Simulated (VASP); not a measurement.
# CaB6 (Pm-3m) in VASP: a series of runs

Runs on CaB6. Level: PBEsol. Tasks: single point, relaxation of cell and atoms.

Everything below comes from runs of VASP 6.6.1. Logs are shortened: lines on timing, memory, paths and dates and some standing lists are left out, and cuts for length are marked.

## Step 1: The cell of the first run

Symmetry: Pm-3m, No. 221, cubic system. Conventional cell: a = 4.128 Å, b = 4.128 Å, c = 4.128 Å, α = 90.00°, β = 90.00°, γ = 90.00°. Within 4.0 Å of Ca (site symmetry m-3m) lie 24 B at 3.03 Å. B (site symmetry 4mm) has 5 B at 1.66 to 1.74 Å within 2.2 Å.

## Step 2: Single point, PBEsol

INCAR reads:

```
ALGO = Normal
EDIFF = 1E-6
ENCUT = 520
GGA = PS
ISIF = 2
ISMEAR = 0
LASPH = True
LCHARG = True
LELF = True
LREAL = False
LVHAR = True
LWAVE = False
NBANDS = 23
NELM = 80
PREC = Accurate
SIGMA = 0.01
```

KPOINTS reads:

```
k-points
0
Gamma
  8 8 8
```

POSCAR reads:

```
CaB6
1.0
    4.1275730682      0.0000000000      0.0000000000
    0.0000000000      4.1275730682      0.0000000000
    0.0000000000      0.0000000000      4.1275730682
Ca B
1 6
Direct
    0.5000000000      0.5000000000      0.5000000000
    0.0000000000      0.0000000000      0.2983653000
    0.0000000000      0.0000000000      0.7016347000
    0.2983653000      0.0000000000      0.0000000000
    0.7016347000      0.0000000000      0.0000000000
    0.0000000000      0.2983653000      0.0000000000
    0.0000000000      0.7016347000      0.0000000000
```

Potentials or basis: VASP PAW PBE potentials, release 64 (Ca_sv, B).

The run is started by

```console
> cat potpaw_PBE.64/Ca_sv/POTCAR potpaw_PBE.64/B/POTCAR > POTCAR
> mpirun -np 1 vasp_std > vasp.out
```

OUTCAR:

```text
EDIFF = 1E-6
   ENCUT = 520
   GGA = PS
   ISIF = 2
   ISMEAR = 0
   LASPH = True
   LREAL = False
   NELM = 80
   PREC = Accurate

 ion  position               nearest neighbor table
   1  0.500  0.500  0.500-
   2  0.000  0.000  0.298-   3 1.66   4 1.74   5 1.74   6 1.74   7 1.74
   3  0.000  0.000  0.702-   2 1.66   4 1.74   5 1.74   6 1.74   7 1.74
   4  0.298  0.000  0.000-   5 1.66   3 1.74   2 1.74   6 1.74   7 1.74
   5  0.702  0.000  0.000-   4 1.66   3 1.74   2 1.74   6 1.74   7 1.74
   6  0.000  0.298  0.000-   7 1.66   3 1.74   4 1.74   5 1.74   2 1.74
   7  0.000  0.702  0.000-   6 1.66   3 1.74   4 1.74   5 1.74   2 1.74

  LATTYP: Found a simple cubic cell.
 ALAT       =     4.1275730682

  Lattice vectors:

 A1 = (   4.1275730682,   0.0000000000,   0.0000000000)
 A2 = (   0.0000000000,   4.1275730682,   0.0000000000)
 A3 = (   0.0000000000,   0.0000000000,   4.1275730682)

Analysis of symmetry for initial positions (statically):
=====================================================================
 Subroutine PRICEL returns:
 Original cell was already a primitive cell.

 Routine SETGRP: Setting up the symmetry group for a
 simple cubic supercell.

 Subroutine GETGRP returns: Found 48 space group operations
 (whereof 48 operations were pure point group operations)
 out of a pool of 48 trial point group operations.

The static configuration has the point symmetry O_h .

Analysis of symmetry for dynamics (positions and initial velocities):
=====================================================================
 Subroutine PRICEL returns:
 Original cell was already a primitive cell.

 Routine SETGRP: Setting up the symmetry group for a
 simple cubic supercell.

 Subroutine GETGRP returns: Found 48 space group operations
 (whereof 48 operations were pure point group operations)
 out of a pool of 48 trial point group operations.

The dynamic configuration has the point symmetry O_h .

 Subroutine INISYM returns: Found 48 space group operations
 (whereof 48 operations are pure point group operations),
 and found     1 'primitive' translations

----------------------------------------------------------------------------------------

                                     Primitive cell

  volume of cell :      70.3209

  direct lattice vectors                    reciprocal lattice vectors
     4.127573068  0.000000000  0.000000000     0.242273119  0.000000000  0.000000000
     0.000000000  4.127573068  0.000000000     0.000000000  0.242273119  0.000000000
     0.000000000  0.000000000  4.127573068     0.000000000  0.000000000  0.242273119

  length of vectors
     4.127573068  4.127573068  4.127573068     0.242273119  0.242273119  0.242273119

  position of ions in fractional coordinates (direct lattice)
     0.500000000  0.500000000  0.500000000
     0.000000000  0.000000000  0.298365300
     0.000000000  0.000000000  0.701634700
     0.298365300  0.000000000  0.000000000
     0.701634700  0.000000000  0.000000000
     0.000000000  0.298365300  0.000000000
     0.000000000  0.701634700  0.000000000

  ion indices of the primitive-cell ions
   primitive index   ion index
                 1           1
                 2           2
                 3           3
                 4           4
                 5           5
                 6           6
                 7           7

----------------------------------------------------------------------------------------

 KPOINTS: k-points

Automatic generation of k-mesh.
 Grid dimensions read from file:
 generate k-points for:    8    8    8

 Generating k-lattice:

  Cartesian coordinates                     Fractional coordinates (reciprocal lattice)
     0.030284140  0.000000000  0.000000000     0.125000000  0.000000000  0.000000000
     0.000000000  0.030284140  0.000000000     0.000000000  0.125000000  0.000000000
     0.000000000  0.000000000  0.030284140     0.000000000  0.000000000  0.125000000

  Length of vectors
     0.030284140  0.030284140  0.030284140

  Shift w.r.t. Gamma in fractional coordinates (k-lattice)
     0.000000000  0.000000000  0.000000000

 Subroutine IBZKPT returns following result:
 ===========================================

 Found     35 irreducible k-points:

 Following reciprocal coordinates:
            Coordinates               Weight
  0.000000  0.000000  0.000000      1.000000
  0.125000  0.000000  0.000000      6.000000
  0.250000  0.000000  0.000000      6.000000
  0.375000  0.000000  0.000000      6.000000
  0.500000  0.000000  0.000000      3.000000
  0.125000  0.125000  0.000000     12.000000
[... 16 lines left out ...]
  0.375000  0.375000  0.125000     24.000000
  0.500000  0.375000  0.125000     24.000000
 [... further k-points ...]
   k-points           NKPTS =     35   k-points in BZ     NKDIM =     35   number of bands    NBANDS=     23
   number of dos      NEDOS =    301   number of ions     NIONS =      7
   total plane-waves  NPLWV =  32768
   dimension x,y,z NGX =    32 NGY =   32 NGZ =   32
   dimension x,y,z NGXF=    64 NGYF=   64 NGZF=   64
   ions per type =               1   6
   NGX,Y,Z   is equivalent  to a cutoff of  12.89, 12.89, 12.89 a.u.
   NGXF,Y,Z  is equivalent  to a cutoff of  25.78, 25.78, 25.78 a.u.
 SYSTEM =  unknown system
   PREC   = accura    normal or accurate (medium, high low for compatibility)
   ISTART =      0    job   : 0-new  1-cont  2-samecut
   ICHARG =      2    charge: 1-file 2-atom 10-const
   ISPIN  =      1    spin polarized calculation?
   LNONCOLLINEAR =      F non collinear calculations
   LSORBIT =      F    spin-orbit coupling
   LASPH  =      T    aspherical Exc in radial PAW
   ENCUT  =  520.0 eV  38.22 Ry    6.18 a.u.   7.67  7.67  7.67*2*pi/ulx,y,z
   NELM   =     80;   NELMIN=  2; NELMDL= -5     # of ELM steps
   EDIFF  = 0.1E-05   stopping-criterion for ELM
   LREAL  =      F    real-space projection
   EDIFFG = 0.1E-04   stopping-criterion for IOM
   NSW    =      0    number of steps for IOM
   IBRION =     -1    ionic relax: 0-MD 1-quasi-New 2-CG
   NFREE  =      0    steps in history (QN), initial steepest desc. (CG)
   ISIF   =      2    stress and relaxation
   ISYM   =      2    0-nonsym 1-usesym 2-fastsym
   POTIM  = 0.5000    time-step for ionic-motion
   TEBEG  =    0.0;   TEEND  =   0.0 temperature during run
   PSTRESS=    0.0 pullay stress
   NELECT =      28.0000    total number of electrons
   NUPDOWN=      -1.0000    fix difference up-down
   EMIN   =  10.00;   EMAX   =-10.00  energy-range for DOS
   EFERMI =   0.00;   METHOD = LEGACY
   ISMEAR =     0;   SIGMA  =   0.01  broadening in eV -4-tet -1-fermi 0-gaus
   EFERMI_NEDOS =   21; number of points for ismear=-14 and -15
   IALGO  =     38    algorithm
   IMIX   =      4    mixing-type and parameters
     AMIX     =   0.40;   BMIX     =  1.00
     AMIX_MAG =   1.60;   BMIX_MAG =  1.00
  volume/ion in A,a.u.               =      10.05        67.79
  Fermi-wavevector in a.u.,A,eV,Ry     =   1.204387  2.275961 19.735905  1.450548
  Thomas-Fermi vector in A             =   2.340114
   LORBIT       =      0    0 simple, 1 ext, 2 COOP (PROOUT), +10 PAW based schemes
   GGA     = PS    functional components
   LHFCALC =     F    Hartree Fock is set to
   AEXX    =    0.0000 exact exchange contribution
   IVDW    =     0    specifies the selected vdW correction
   LEPSILON=     F    determine dielectric tensor
   LRPA    =     F    only Hartree local field effects (RPA)
 non-spin polarized calculation
 Gauss-broadening in eV      SIGMA  =   0.01
  energy-cutoff  :      520.00
  volume of cell :       70.32
 maximum number of plane-waves:      1924
 NGX is ok and might be reduce to    32
   NGX = 15   NGY = 15   NGZ = 15

 number of electron      28.0000005 magnetization

 Free energy of the ion-electron system (eV)
  ---------------------------------------------------
  ext. energy  EPLUGINS =         0.00000000
  ---------------------------------------------------
  free energy    TOTEN  =       -47.10645486 eV

  energy without entropy =      -47.10645486  energy(sigma->0) =      -47.10645486

 E-fermi :   4.7076     XC(G=0): -10.7600

 val. band max:        4.6728727587   @ k =   0.3750   0.0000   0.0000
 cond. band min:       4.7414809595   @ k =   0.5000   0.0000   0.0000
 fundamental gap:      0.0686082008
 Fermi energy:         4.7076476228

 k-point     1 :       0.0000    0.0000    0.0000
  band No.  band energies     occupation
      1     -36.2000      2.00000
      2     -17.2698      2.00000
      3     -17.2698      2.00000
      4     -17.2698      2.00000
      5      -9.8502      2.00000
      6      -2.3001      2.00000
[... 15 lines left out ...]
     22       9.4826      0.00000
     23      10.5497      0.00000

 k-point     2 :       0.1250    0.0000    0.0000
  band No.  band energies     occupation
      1     -36.1996      2.00000
      2     -17.2796      2.00000
      3     -17.2687      2.00000
      4     -17.2687      2.00000
      5      -9.7982      2.00000
      6      -3.0399      2.00000
[... 15 lines left out ...]
     22       9.3388      0.00000
     23      10.0504      0.00000

 k-point     3 :       0.2500    0.0000    0.0000
  band No.  band energies     occupation
      1     -36.1987      2.00000
      2     -17.3029      2.00000
      3     -17.2661      2.00000
      4     -17.2661      2.00000
      5      -9.6642      2.00000
      6      -3.9512      2.00000
[... 15 lines left out ...]
     22       9.7682      0.00000
     23      10.1835      0.00000

 k-point     4 :       0.3750    0.0000    0.0000
  band No.  band energies     occupation
      1     -36.1978      2.00000
      2     -17.3260      2.00000
      3     -17.2634      2.00000
      4     -17.2634      2.00000
      5      -9.5154      2.00000
      6      -4.5989      2.00000
[... 15 lines left out ...]
     22      10.8200      0.00000
     23      10.9424      0.00000

 k-point     5 :       0.5000    0.0000    0.0000
  band No.  band energies     occupation
      1     -36.1974      2.00000
      2     -17.3355      2.00000
      3     -17.2623      2.00000
      4     -17.2623      2.00000
      5      -9.4482      2.00000
      6      -4.8354      2.00000
[... 15 lines left out ...]
     22      11.3354      0.00000
     23      11.3354      0.00000

 k-point     6 :       0.1250    0.1250    0.0000
  band No.  band energies     occupation
      1     -36.1992      2.00000
      2     -17.2793      2.00000
      3     -17.2774      2.00000
      4     -17.2676      2.00000
      5      -9.7490      2.00000
      6      -3.1636      2.00000
[... 15 lines left out ...]
     22       9.7522      0.00000
     23      10.2279      0.00000

 k-point     7 :       0.2500    0.1250    0.0000
  band No.  band energies     occupation
      1     -36.1983      2.00000
      2     -17.3014      2.00000
      3     -17.2752      2.00000
      4     -17.2650      2.00000
      5      -9.6223      2.00000
      6      -3.8964      2.00000
[... 353 lines left out ...]
     22      10.9858      0.00000
     23      11.3414      0.00000

 k-point    21 :       0.3750    0.2500    0.1250
  band No.  band energies     occupation
      1     -36.1961      2.00000
      2     -17.3178      2.00000
      3     -17.2922      2.00000
      4     -17.2684      2.00000
      5      -9.3642      2.00000
      6      -4.2453      2.00000
[... 15 lines left out ...]
     22      11.0383      0.00000
     23      11.5596      0.00000

 k-point    22 :       0.5000    0.2500    0.1250
  band No.  band energies     occupation
      1     -36.1957      2.00000
      2     -17.3266      2.00000
      3     -17.2907      2.00000
      4     -17.2672      2.00000
      5      -9.3137      2.00000
      6      -4.4526      2.00000
[... 15 lines left out ...]
     22      11.0315      0.00000
     23      11.7530      0.00000

 k-point    23 :       0.3750    0.3750    0.1250
  band No.  band energies     occupation
      1     -36.1952      2.00000
      2     -17.3141      2.00000
      3     -17.3123      2.00000
      4     -17.2657      2.00000
      5      -9.2724      2.00000
      6      -4.0646      2.00000
[... 15 lines left out ...]
     22      11.6487      0.00000
     23      12.1568      0.00000

 k-point    24 :       0.5000    0.3750    0.1250
  band No.  band energies     occupation
      1     -36.1948      2.00000
      2     -17.3218      2.00000
      3     -17.3113      2.00000
      4     -17.2645      2.00000
      5      -9.2319      2.00000
      6      -4.1971      2.00000
[... 15 lines left out ...]
     22      11.5522      0.00000
     23      12.6928      0.00000

 [... further k-points ...]
[... 5 lines left out ...]
  --------------------------------------------------------------------------------------
  -------------------------------------------------------------------------------------
  Total        0.1249410      0.1249410      0.1249410     -0.0000000     -0.0000000     -0.0000000
  in kB        2.8466310      2.8466310      2.8466310     -0.0000000     -0.0000000     -0.0000000
  external PRESSURE =       2.8466310 kB  Pullay stress =       0.0000000 kB

 VOLUME and BASIS-vectors are now :
 -----------------------------------------------------------------------------
  energy-cutoff  :      520.00
  volume of cell :       70.32
      direct lattice vectors                 reciprocal lattice vectors
     4.127573068  0.000000000  0.000000000     0.242273119  0.000000000  0.000000000
     0.000000000  4.127573068  0.000000000     0.000000000  0.242273119  0.000000000
     0.000000000  0.000000000  4.127573068     0.000000000  0.000000000  0.242273119

 POSITION                                       TOTAL-FORCE (eV/Angst)
 -----------------------------------------------------------------------------------
      2.06379      2.06379      2.06379         0.000000      0.000000     -0.000000
      0.00000      0.00000      1.23152         0.000000      0.000000      0.029066
      0.00000      0.00000      2.89605        -0.000000      0.000000     -0.029066
      1.23152      0.00000      0.00000         0.029066      0.000000     -0.000000
      2.89605      0.00000      0.00000        -0.029066     -0.000000     -0.000000
      0.00000      1.23152      0.00000         0.000000      0.029066      0.000000
      0.00000      2.89605      0.00000        -0.000000     -0.029066      0.000000
 -----------------------------------------------------------------------------------
    total drift:                                0.000000      0.000000     -0.000000

  FREE ENERGIE OF THE ION-ELECTRON SYSTEM (eV)
  ---------------------------------------------------
  free  energy   TOTEN  =       -47.1064548588 eV

  energy  without entropy=      -47.1064548581  energy(sigma->0) =      -47.10645486
```

Wall time 94 s (1 thread of AMD EPYC 7R13, shared host); peak memory 0.18 GiB.

Results:

```yaml
Free_energy: -47.1065 eV
Pressure: 0.3 GPa
Largest_force: 0.029 eV/Å
Band_gap_on_the_k_mesh: 0.07 eV, indirect (least direct gap 0.07 eV)
```

Forces in eV/Å, atoms in the order of the input:
```
Ca   0.000  0.000  0.000
B    0.000  0.000  0.029
B    0.000  0.000 -0.029
B    0.029  0.000  0.000
B   -0.029  0.000  0.000
B    0.000  0.029  0.000
B    0.000 -0.029  0.000
```

Levels at points of the mesh, in eV from the valence-band top:
```tsv
k point	band 10	band 11	band 12	band 13	band 14	band 15	band 16	band 17	band 18	band 19
(0.00, 0.00, 0.00)	-5.29	-5.29	-0.34	-0.34	-0.34	2.82	2.82	2.82	3.36	3.36
(0.50, 0.00, 0.00)	-4.87	-2.42	-2.42	-1.78	-0.19	0.07	3.21	3.21	3.83	3.84
(0.50, 0.50, 0.00)	-5.05	-2.75	-2.75	-1.47	-1.47	3.03	3.03	4.08	4.42	4.42
(0.50, 0.50, 0.50)	-4.43	-4.43	-1.08	-1.08	-1.08	4.18	4.81	4.81	4.92	4.92
```

Caveat: the PAW data sets were made with another functional, which shifts forces and pressure a little. A k mesh can miss the band edges.

## Step 3: Relaxation of cell and atoms, PBEsol

This run uses another cell than the first one, of 10.19 Å³/atom, 1.015 times its volume.

INCAR reads:

```
SYSTEM = CaB6
PREC = Accurate
ENCUT = 600
EDIFF = 1E-7
ISMEAR = 0
SIGMA = 0.01
LREAL = .False.
LASPH = .True.
NELM = 80
ALGO = Normal
ISIF = 3
LWAVE = .False.
LCHARG = .False.
GGA = PS
IBRION = 2
NSW = 70
EDIFFG = -0.005
```

KPOINTS reads:

```
Automatic mesh
0
Gamma
  8 8 8
  0 0 0
```

POSCAR reads:

```
CaB6
1.0
    4.1477324288      0.0000000000      0.0000000000
    0.0000000000      4.1477324288      0.0000000000
    0.0000000000      0.0000000000      4.1477324288
Ca B
1 6
Direct
    0.5000000000      0.5000000000      0.5000000000
    0.0000000000      0.0000000000      0.2982058713
    0.0000000000      0.0000000000      0.7017941287
    0.2982058713      0.0000000000      0.0000000000
    0.7017941287      0.0000000000      0.0000000000
    0.0000000000      0.2982058713      0.0000000000
    0.0000000000      0.7017941287      0.0000000000
```

Potentials or basis: VASP PAW PBE potentials, release 64 (Ca_sv, B).

The run is started by

```console
> cat potpaw_PBE.64/Ca_sv/POTCAR potpaw_PBE.64/B/POTCAR > POTCAR
> mpirun -np 1 vasp_std > vasp.out
```

It took 6.1 min on 1 thread of AMD EPYC 7R13, shared host; peak memory 0.22 GiB.

Results (log left out):

| Item | Value |
| --- | --- |
| Free energy | -47.1126 eV |
| Relaxed volume | 10.06 Å³/atom |
| Relaxed cell | a = 4.130 Å, b = 4.130 Å, c = 4.130 Å, α = 90.00°, β = 90.00°, γ = 90.00° |
| Space group after relaxing (to 0.05 Å) | Pm-3m (No. 221) |
| Energy gained by relaxing | 0.8 meV/atom |
| Ionic steps | 5 |
| Pressure after relaxing | 0.0 GPa |
| Band gap on the k mesh | 0.07 eV, indirect (the least direct gap lies 2.4 meV higher) |

Step by step:
| step | energy change (eV) | largest force (eV/Å) | pressure (GPa) | volume (Å³) |
| --- | --- | --- | --- | --- |
| 1 | 0.0000 | 0.0018 | -1.94 | 71.36 |
| 2 | -0.0045 | 0.0873 | 0.86 | 70.09 |
| 3 | -0.0055 | 0.0616 | 0.01 | 70.46 |
| 4 | -0.0050 | 0.1227 | 0.00 | 70.38 |
| 5 | -0.0056 | 0.0002 | 0.00 | 70.43 |

Final structure:
```
CELL_PARAMETERS angstrom
4.12980 0.00000 0.00000
0.00000 4.12980 0.00000
0.00000 0.00000 4.12980
ATOMIC_POSITIONS crystal
Ca 0.50000 0.50000 0.50000
B 0.00000 0.00000 0.29845
B 0.00000 0.00000 0.70155
B 0.29845 0.00000 0.00000
B 0.70155 0.00000 0.00000
B 0.00000 0.29845 0.00000
B 0.00000 0.70155 0.00000
```

Levels at points of the mesh, in eV from the valence-band top:
```tsv
k point	band 12	band 13	band 14	band 15	band 16	band 17
(0.00, 0.00, 0.00)	-0.34	-0.34	-0.34	2.81	2.81	2.81
(0.50, 0.00, 0.00)	-2.42	-1.78	-0.19	0.07	3.20	3.20
(0.50, 0.50, 0.00)	-2.75	-1.48	-1.48	3.02	3.02	4.07
(0.50, 0.50, 0.50)	-1.08	-1.08	-1.08	4.17	4.80	4.80
```

Caveat: the PAW data sets were made with another functional, which shifts forces and pressure a little. A k mesh can miss the band edges.
